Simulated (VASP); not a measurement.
# In (Cmcm) in VASP: single point with PBE

Aim: the single point of In with PBE.

Program: VASP 6.6.1. These are calculated values, not measurements. Logs are shortened: lines on timing, memory, paths and dates and some standing lists are left out, and cuts for length are marked.

## 1. The cell of the first run

It takes space group Cmcm (No. 63, orthorhombic). Conventional cell: a = 3.335 Å, b = 5.777 Å, c = 5.509 Å, α = 90.00°, β = 90.00°, γ = 90.00°. In (site symmetry m2m) has 12 In at 3.28 to 3.41 Å within 4.3 Å.

## 2. Single point, PBE (one atom moved)

Input file INCAR:

```
PREC = Accurate
ENCUT = 520
EDIFF = 1E-7
ISMEAR = 0
SIGMA = 0.1
LREAL = False
LASPH = True
NELM = 80
ALGO = Fast
ISIF = 2
LWAVE = False
LCHARG = False
GGA = PE
NBANDS = 20
```

Input file KPOINTS:

```
Automatic mesh
0
Gamma
  12 12 8
```

Input file POSCAR:

```
In
1.0
    3.3354847820      0.0000000000      0.0000000000
   -1.6677423910      2.8886145552      0.0000000000
    0.0000000000      0.0000000000      5.5091429200
In
2
Direct
    0.3592973340      0.7185946781      0.2500000000
    0.6666666700      0.3333333300      0.7500000000
```

Potentials or basis: VASP PAW PBE potentials, release 64 (In_d).

The run is started by

```bash
$ cat potpaw_PBE.64/In_d/POTCAR > POTCAR
$ mpirun -np 1 vasp_std > vasp.out
```

OUTCAR:

```text
PREC = Accurate
   ENCUT = 520
   EDIFF = 1E-7
   ISMEAR = 0
   LREAL = False
   LASPH = True
   NELM = 80
   ISIF = 2
   GGA = PE

 ion  position               nearest neighbor table
   1  0.359  0.719  0.250-   2 3.28   2 3.28   2 3.41   2 3.41   2 3.41   2 3.41
   2  0.667  0.333  0.750-   1 3.28   1 3.28   1 3.41   1 3.41   1 3.41   1 3.41

  LATTYP: Found a hexagonal cell.
 ALAT       =     3.3354847820
 C/A-ratio  =     1.6516768266

  Lattice vectors:

 A1 = (   3.3354847820,   0.0000000000,   0.0000000000)
 A2 = (  -1.6677423910,   2.8886145552,   0.0000000000)
 A3 = (   0.0000000000,   0.0000000000,   5.5091429200)

Analysis of symmetry for initial positions (statically):
=====================================================================
 Subroutine PRICEL returns:
 Original cell was already a primitive cell.

 Routine SETGRP: Setting up the symmetry group for a
 hexagonal supercell.

 Subroutine GETGRP returns: Found  8 space group operations
 (whereof  2 operations were pure point group operations)
 out of a pool of 24 trial point group operations.

The static configuration has the point symmetry C_1h.
 The point group associated with its full space group is D_2h.

Analysis of symmetry for dynamics (positions and initial velocities):
=====================================================================
 Subroutine PRICEL returns:
 Original cell was already a primitive cell.

 Routine SETGRP: Setting up the symmetry group for a
 hexagonal supercell.

 Subroutine GETGRP returns: Found  8 space group operations
 (whereof  2 operations were pure point group operations)
 out of a pool of 24 trial point group operations.

The dynamic configuration has the point symmetry C_1h.
 The point group associated with its full space group is D_2h.

 Subroutine INISYM returns: Found  8 space group operations
 (whereof  2 operations are pure point group operations),
 and found     1 'primitive' translations

----------------------------------------------------------------------------------------

                                     Primitive cell

  volume of cell :      53.0802

  direct lattice vectors                    reciprocal lattice vectors
     3.335484782  0.000000000  0.000000000     0.299806495  0.173093360  0.000000000
    -1.667742391  2.888614555  0.000000000     0.000000000  0.346186721  0.000000000
     0.000000000  0.000000000  5.509142920     0.000000000  0.000000000  0.181516438

  length of vectors
     3.335484782  3.335484782  5.509142920     0.346186721  0.346186721  0.181516438

[... 79 lines left out ...]
   NELM   =     80;   NELMIN=  2; NELMDL= -5     # of ELM steps
   EDIFF  = 0.1E-06   stopping-criterion for ELM
   LREAL  =      F    real-space projection
   EDIFFG = 0.1E-05   stopping-criterion for IOM
   NSW    =      0    number of steps for IOM
   IBRION =     -1    ionic relax: 0-MD 1-quasi-New 2-CG
   NFREE  =      0    steps in history (QN), initial steepest desc. (CG)
   ISIF   =      2    stress and relaxation
   ISYM   =      2    0-nonsym 1-usesym 2-fastsym
   POTIM  = 0.5000    time-step for ionic-motion
   TEBEG  =    0.0;   TEEND  =   0.0 temperature during run
   PSTRESS=    0.0 pullay stress
   NELECT =      26.0000    total number of electrons
   NUPDOWN=      -1.0000    fix difference up-down
   EMIN   =  10.00;   EMAX   =-10.00  energy-range for DOS
   EFERMI =   0.00;   METHOD = LEGACY
   ISMEAR =     0;   SIGMA  =   0.10  broadening in eV -4-tet -1-fermi 0-gaus
   EFERMI_NEDOS =   21; number of points for ismear=-14 and -15
   IALGO  =     68    algorithm
   IMIX   =      4    mixing-type and parameters
     AMIX     =   0.40;   BMIX     =  1.00
     AMIX_MAG =   1.60;   BMIX_MAG =  1.00
  volume/ion in A,a.u.               =      26.54       179.10
  Fermi-wavevector in a.u.,A,eV,Ry     =   1.290491  2.438675 22.658704  1.665368
  Thomas-Fermi vector in A             =   2.422320
   LORBIT       =      0    0 simple, 1 ext, 2 COOP (PROOUT), +10 PAW based schemes
   GGA     = PE    functional components
   LHFCALC =     F    Hartree Fock is set to
   AEXX    =    0.0000 exact exchange contribution
   IVDW    =     0    specifies the selected vdW correction
   LEPSILON=     F    determine dielectric tensor
   LRPA    =     F    only Hartree local field effects (RPA)
 non-spin polarized calculation
 RMM-DIIS sequential band-by-band and
 Gauss-broadening in eV      SIGMA  =   0.10
  energy-cutoff  :      520.00
  volume of cell :       53.08
 maximum number of plane-waves:      1460
 NGX is ok and might be reduce to    28
   NGX = 13   NGY = 13   NGZ = 21

 number of electron      26.0000005 magnetization

 Free energy of the ion-electron system (eV)
  ---------------------------------------------------
  ext. energy  EPLUGINS =         0.00000000
  ---------------------------------------------------
  free energy    TOTEN  =        -5.09573613 eV

  energy without entropy =       -5.09159292  energy(sigma->0) =       -5.09366453

 E-fermi :   7.3569     XC(G=0): -10.1855

 val. band max:        7.3386208076   @ k =  -0.4167   0.2500   0.0000
 cond. band min:       7.3636335744   @ k =   0.2500   0.1667   0.2500
 fundamental gap:      0.0250127668
 Fermi energy:         7.3569054441

 k-point     1 :       0.0000    0.0000    0.0000
  band No.  band energies     occupation
      1      -7.3243      2.00000
      2      -7.2799      2.00000
      3      -7.2327      2.00000
      4      -7.2295      2.00000
      5      -7.2112      2.00000
      6      -7.1963      2.00000
[... 541 lines left out ...]
     19      16.4499      0.00000
     20      16.6650      0.00000

 [... further k-points ...]

------------------------ aborting loop because EDIFF is reached ----------------------------------------

  FORCE on cell =-STRESS in cart. coord.  units (eV):
  Direction    XX          YY          ZZ          XY          YZ          ZX
  --------------------------------------------------------------------------------------
  -------------------------------------------------------------------------------------
  Total        0.5349038      0.6259572      0.3904693     -0.0000000      0.0000000      0.0000000
  in kB       16.1455812     18.8939442     11.7859591     -0.0000000      0.0000000      0.0000000
  external PRESSURE =      15.6084948 kB  Pullay stress =       0.0000000 kB

 VOLUME and BASIS-vectors are now :
 -----------------------------------------------------------------------------
  energy-cutoff  :      520.00
  volume of cell :       53.08
      direct lattice vectors                 reciprocal lattice vectors
     3.335484782  0.000000000  0.000000000     0.299806495  0.173093360  0.000000000
    -1.667742391  2.888614555  0.000000000     0.000000000  0.346186721  0.000000000
     0.000000000  0.000000000  5.509142920     0.000000000  0.000000000  0.181516438

 POSITION                                       TOTAL-FORCE (eV/Angst)
 -----------------------------------------------------------------------------------
     -0.00000      2.07574      1.37729         0.000000     -0.031730      0.000000
      1.66774      0.96287      4.13186         0.000000      0.031730      0.000000
 -----------------------------------------------------------------------------------
    total drift:                               -0.000006      0.000012     -0.000000

  FREE ENERGIE OF THE ION-ELECTRON SYSTEM (eV)
  ---------------------------------------------------
  free  energy   TOTEN  =        -5.0957361286 eV

  energy  without entropy=       -5.0915929220  energy(sigma->0) =       -5.09366453
```

OSZICAR:

```text
N       E                     dE             d eps       ncg     rms          rms(c)
DAV:   1     0.212245801059E+03    0.21225E+03   -0.13191E+04  8640   0.181E+03
[... 11 lines left out ...]
RMM:  13    -0.509573607929E+01    0.15771E-05   -0.21385E-05 10597   0.554E-02    0.331E-02
RMM:  14    -0.509573673506E+01   -0.65578E-06   -0.99070E-06 12523   0.222E-02    0.226E-02
RMM:  15    -0.509573686542E+01   -0.13036E-06   -0.13673E-06 11346   0.813E-03    0.231E-02
RMM:  16    -0.509573661686E+01    0.24856E-06   -0.25020E-07  5703   0.559E-03    0.233E-02
RMM:  17    -0.509573640565E+01    0.21121E-06   -0.12255E-07  5168   0.361E-03    0.221E-02
RMM:  18    -0.509573608803E+01    0.31762E-06   -0.10992E-07  5473   0.388E-03    0.230E-02
RMM:  19    -0.509573612858E+01   -0.40548E-07   -0.57624E-08  5016   0.280E-03
   1 F= -.50957361E+01 E0= -.50936645E+01  d E =-.414321E-02
```

It took 4.2 min on 1 thread of Intel Xeon Platinum 8259CL at 2.50GHz (Skylake/Cascade Lake), shared host; peak memory 0.31 GiB.

What came out:

- Free energy: -5.0957 eV
- Pressure: 1.6 GPa
- Largest force: 0.032 eV/Å
- Band gap on the k mesh: zero (bands 13 and 14 overlap by 6.29 eV)

Forces in eV/Å, atoms in the order of the input:
```
In   0.000 -0.032  0.000
In   0.000  0.032  0.000
```

Levels at points of the mesh, in eV from the Fermi level:
```csv
k point,band 11,band 12,band 13,band 14,band 15,band 16
"(0.00, 0.00, 0.00)",-9.44,-4.43,-3.35,8.21,8.62,9.88
"(0.50, 0.00, 0.00)",-4.86,-4.02,0.10,0.35,0.78,3.10
"(0.00, 0.50, 0.00)",-4.69,-4.24,0.14,0.34,1.21,2.54
"(0.00, 0.00, 0.50)",-8.09,-8.09,2.92,2.92,9.38,9.38
"(0.50, 0.00, 0.50)",-3.60,-3.60,-2.55,-2.55,5.56,5.56
"(0.00, 0.50, 0.50)",-3.44,-3.44,-2.73,-2.73,5.62,5.62
```

Caveat: the cell differs from its parent crystal (one atom moved); spin-orbit coupling is left out, which moves the levels of the heavy elements.
